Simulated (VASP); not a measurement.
SnO: single point with PBEsol

The system is SnO.

```
Sn O
1.0
     3.23170    0.00000    0.00000
     0.00000    4.37230    0.00000
     0.00000    0.00000    4.83600
Sn O
2 2
Cartesian
  0.0000 2.1862 1.1534
  1.6159 0.0000 3.6826
  0.0000 0.0000 0.0000
  1.6159 2.1862 0.0000
```

This cell differs from its parent crystal: strain -0.1500 x Voigt [1, -1, 0, 0, 0, 0].

| Quantity | Value |
| --- | --- |
| Program | VASP 6.6.1 |
| Task | single point |
| Functional | PBEsol |
| Potentials or basis | VASP PAW PBE potentials, release 64 (Sn_d, O) |
| Cutoff | 520 eV |
| k mesh | 12 × 12 × 10 |
| Occupations | gaussian, width 0.15 eV |
| Spin | no spin polarisation |

| Item | Value |
| --- | --- |
| Pressure | 11.5 GPa |
| Largest force | 2.667 eV/Å |
| Band gap on the k mesh | zero (bands 20 and 21 overlap by 0.02 eV) |

Forces on the atoms (eV/Å):
```
Sn   0.000  0.000  2.319
Sn   0.000  0.000 -2.319
O    0.000  0.000  2.667
O    0.000  0.000 -2.667
```

Stress tensor (GPa, compression positive):
```
26.45  0.00  0.00
 0.00 -3.03  0.00
 0.00  0.00 11.05
```

Levels at points of the mesh, in eV from the Fermi level:
```csv
k point,band 17,band 18,band 19,band 20,band 21,band 22,band 23,band 24
"(0.00, 0.00, 0.00)",-4.21,-4.11,-2.92,-0.36,2.44,2.50,3.20,4.43
"(0.50, 0.00, 0.00)",-5.17,-5.17,-2.43,-2.43,3.05,3.05,4.19,4.19
"(0.00, 0.50, 0.00)",-5.06,-5.06,-3.25,-3.25,2.80,2.80,5.25,5.25
"(0.50, 0.50, 0.00)",-3.43,-3.43,-1.73,-1.73,-0.05,-0.05,4.60,4.60
"(0.00, 0.00, 0.50)",-4.21,-2.91,-2.62,-2.47,0.29,2.53,3.14,6.25
"(0.50, 0.00, 0.50)",-5.14,-5.14,-1.97,-1.97,2.99,2.99,3.81,3.81
"(0.00, 0.50, 0.50)",-5.04,-5.04,-2.03,-2.03,1.81,1.81,5.74,5.74
"(0.50, 0.50, 0.50)",-3.45,-3.45,-2.48,-2.48,2.12,2.12,3.46,3.46
```

Run time: 3.4 min on 1 thread of Intel(R) Xeon(R) 6975P-C (Granite Rapids) (shared host), peak memory 0.52 GiB.

Caveat: the cell differs from its parent crystal (strain -0.1500 x Voigt [1, -1, 0, 0, 0, 0]); the stress differs along the axes, from -3 to 26 GPa; semilocal functionals underestimate gaps, and a narrow one can read as zero; the PAW data sets were made with another functional, which shifts forces and pressure a little; spin-orbit coupling is left out, which moves the levels of the heavy elements.
